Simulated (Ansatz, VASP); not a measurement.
# SiC in VASP and in Ansatz

```
Si C
1.0
     2.89791    0.00000    0.00000
    -1.44895    2.66334    0.00000
     0.00000    0.00000    5.04811
Si C
2 2
Direct
  0.33421 0.66842 0.50135
  0.66579 0.33158 0.00135
  0.33830 0.67659 0.87365
  0.66170 0.32341 0.37365
```

Change from the starting cell: uniaxial_x strain -5.8%.

Alike in both runs: task single point; functional PBE; k mesh 12 × 12 × 6; occupations fermi-dirac, width 0.02 eV; no spin polarisation.

|  | VASP | Ansatz |
| --- | --- | --- |
| version | VASP 6.6.1 | Ansatz 0.2.0 |
| potentials or method | VASP PAW PBE potentials, release 64 (Si, C) | plane waves, PAW |
| plane-wave cutoff (eV) | 520 | 420 |
| valence electrons in the cell | 16 | 16 |

```csv
,VASP,Ansatz,Ansatz less VASP
gap on the k mesh at the Fermi level (eV),1.58,1.58,+0.006
pressure (GPa),18.7,18.8,+0.09
"traceless stress, the component that is largest in VASP (GPa)",19.48,19.42,-0.068
rms of the force components (eV/Å),0.033,0.033,0.0000
```

Atom by atom the forces differ by 0.000 eV/Å (rms over components).
